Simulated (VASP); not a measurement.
Runs of VASP 6.6.1 on NbC (Niobocarbide). Symmetry: Fm-3m, No. 225, cubic system. Conventional cell: a = 4.469 Å, b = 4.469 Å, c = 4.469 Å, α = 90.00°, β = 90.00°, γ = 90.00°. Nb (site symmetry m-3m) has 6 C at 2.23 Å within 3.0 Å. Within 3.0 Å of C (site symmetry m-3m) lie 6 Nb at 2.23 Å. 

| k mesh | gap on the mesh (eV) | pressure (GPa) |
| --- | --- | --- |
| 4 × 4 × 4 | none | 3.8 |
| 7 × 7 × 7 | none | (a) |
| 11 × 11 × 11 | none | 2.5 |
| 5 × 5 × 5 | none | 2.2 |
| 3 × 3 × 3 | none | 6.6 |
| 9 × 9 × 9 | none | 2.5 |

Alike in all rows: task single point; level r2SCAN; potentials or basis VASP PAW PBE potentials, release 64 (Nb_sv, C); no spin polarisation; cell as given; cutoff (eV) 660; smearing fermi-dirac 0.1 eV.

Fill in the values left out.

(a) 2.4.

Caveats: some runs use coarse meshes; the PAW data sets were made with another functional, which shifts forces and pressure a little.

A k mesh can miss the band edges, and the runs leave out spin-orbit coupling on Nb.

A gap of «none» marks levels without a gap at the run's occupations.
